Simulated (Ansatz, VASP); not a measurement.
**One calculation of ZrN, two programs**

The input INCAR:

```
SYSTEM = ZrN
ALGO = Normal
EDIFF = 1E-8
ENCUT = 520
GGA = CA
GGA_COMPAT = .False.
ISIF = 2
ISMEAR = -1
LASPH = .True.
LCHARG = .False.
LEFG = .True.
LREAL = .False.
LWAVE = .False.
NBANDS = 16
NELM = 120
PREC = Accurate
SIGMA = 0.03
```

File KPOINTS:

```
k-points
0
Gamma
  9 9 9
  0 0 0
```

File POSCAR:

```
ZrN
1.0
    0.0000000000      2.2375999771      2.2375999771
    2.2375999771      0.0000000000      2.2375999771
    2.2375999771      2.2375999771      0.0000000000
Zr N
1 1
Direct
    0.0000000000      0.0000000000      0.0000000000
    0.5000000000      0.5000000000      0.5000000000
```

Input for Ansatz:

```yaml
crystal:
  lattice:
    - [0.0, 2.2375999771, 2.2375999771]
    - [2.2375999771, 0.0, 2.2375999771]
    - [2.2375999771, 2.2375999771, 0.0]
  atoms:
    - { symbol: Zr, position: [0.0, 0.0, 0.0] }
    - { symbol: "N", position: [0.5, 0.5, 0.5] }
kpoints:
  mp_grid: { grid: [9, 9, 9] }
scf:
  occupations: { method: fermi_dirac, width: 0.03 }
hamiltonian:
  xc: lda
  pseudopotentials: { kind: paw }
output:
  forces: true
  stress: true
  eigenvalues: true
  efg: { contact_densities: true }
```

Change from the starting cell: volume scaled by 0.94, PAW files.

Alike in both runs: task electric field gradients; functional LDA; k mesh 9 × 9 × 9; occupations fermi-dirac, width 0.03 eV; no spin polarisation.

```csv
,VASP,Ansatz
version,VASP 6.6.1,Ansatz 0.2.0
potentials or method,"VASP PAW LDA potentials, release 64 (Zr_sv, N)","PAW with Ansatz's default frozen-core files, scalar-relativistic"
plane-wave cutoff (eV),520,420
valence electrons in the cell,17,17
```

```tsv
	VASP	Ansatz	Ansatz less VASP
pressure (GPa)	10.9	10.0	-0.88
```

LDA's correlation is that of Perdew and Zunger in VASP and of Perdew and Wang (1992) in Ansatz.
